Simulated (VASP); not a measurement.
Crystal: Ir.

```xyz
2
Lattice="2.7514 0.0000 0.0000 -1.3757 2.3828 0.0000 0.0000 0.0000 4.4623" Properties=species:S:1:pos:R:3 pbc="T T T"
Ir    1.3757    0.7943    3.3467
Ir    0.0000    1.5885    1.1156
```

This isn't the form of Ir at room conditions, which is fcc.

* Program: VASP 6.6.1
* Task: relaxation of volume and atoms at fixed shape
* Functional: r2SCAN
* Potentials or basis: VASP PAW PBE potentials, release 64 (Ir)
* Cutoff: 600 eV
* k mesh: 11 × 11 × 6
* Occupations: gaussian, width 0.1 eV
* Spin: no spin polarisation

At the start: pressure -6.5 GPa; volume 14.63 Å³/atom.

Problem. How do energy, volume and symmetry change on relaxing?

Solution. Over 4 steps the energy falls by 5.5 meV/atom and the volume is 14.36 Å³/atom (-1.8 %); space group P6_3/mmc (No. 194, to 0.1 Å) before and after.

Step by step:
| step | energy change (eV) | largest force (eV/Å) | pressure (GPa) | volume (Å³) |
| --- | --- | --- | --- | --- |
| 1 | 0.0000 | 0.0000 | -6.50 | 29.25 |
| 2 | 0.1597 | 0.0000 | 30.74 | 26.81 |
| 3 | -0.0110 | 0.0000 | -0.19 | 28.74 |
| 4 | -0.0110 | 0.0000 | -0.01 | 28.73 |

Final structure:
```cif
data_structure
_symmetry_space_group_name_H-M 'P 1'
_symmetry_Int_Tables_number 1
_cell_length_a 2.7348
_cell_length_b 2.7348
_cell_length_c 4.4354
_cell_angle_alpha 90.000
_cell_angle_beta 90.000
_cell_angle_gamma 120.000
_cell_volume 28.73
loop_
_atom_site_label
_atom_site_type_symbol
_atom_site_fract_x
_atom_site_fract_y
_atom_site_fract_z
_atom_site_occupancy
Ir1 Ir 0.66667 0.33333 0.75000 1
Ir2 Ir 0.33333 0.66667 0.25000 1
```

Caveat: the PAW data sets were made with another functional, which shifts forces and pressure a little.
